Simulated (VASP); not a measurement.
A run of VASP 6.6.1 is set up as follows.

File INCAR:

```
SYSTEM = B
PREC = Accurate
ENCUT = 600
EDIFF = 1E-6
ISMEAR = 0
SIGMA = 0.1
LREAL = .FALSE.
LASPH = .TRUE.
NELM = 60
ALGO = Normal
ISIF = 3
LWAVE = .FALSE.
LCHARG = .FALSE.
GGA = PE
IBRION = 2
NSW = 90
EDIFFG = -0.04
```

KPOINTS

```
Automatic mesh
0
G
  6 6 4
  0 0 0
```

Contents of POSCAR:

```
B
1.0
    1.7742566044     -2.2875677031      0.0000000000
    1.7742566044      2.2875677031      0.0000000000
   -0.8418267587      0.0000000000      5.2971667853
B
6
Direct
    0.6770275263      0.2812468988      0.8877940855
    0.5092227306      0.0978187788      0.1978093428
    0.2812468988      0.6770275263      0.8877940855
    0.0506051855      0.0506051855      0.3807812897
    0.1339550871      0.1339550871      0.6980257838
    0.0978187788      0.5092227306      0.1978093428
```

Potentials or basis: VASP PAW PBE potentials, release 64 (B).

Launch:

```bash
$ cat potpaw_PBE.64/B/POTCAR > POTCAR
$ mpirun -np 1 vasp_std > vasp.out
```

Problem. What does it give for the relaxed volume?

Solution. 7.15 Å³/atom.

Problem. Estimate the band gap on the k mesh.

Solution. Zero (band 9 reaches 8.80 eV, above the bottom of band 10 at 4.44 eV).

Problem. Estimate the relaxed cell.

Solution. a = 2.902 Å, b = 2.902 Å, c = 5.367 Å, α = 95.25°, β = 95.25°, γ = 106.33°.

Problem. What does it give for the space group after relaxing (to 0.05 Å)?

Solution. Cm (No. 8).

Forces in eV/Å, atoms in the order of the input:
```
B   -0.007 -0.012 -0.021
B    0.008  0.017 -0.002
B   -0.007  0.012 -0.021
B    0.002  0.000  0.038
B   -0.004  0.000  0.007
B    0.008 -0.017 -0.002
```

Caveat: the k points lie up to 0.38 Å⁻¹ apart in the final cell.
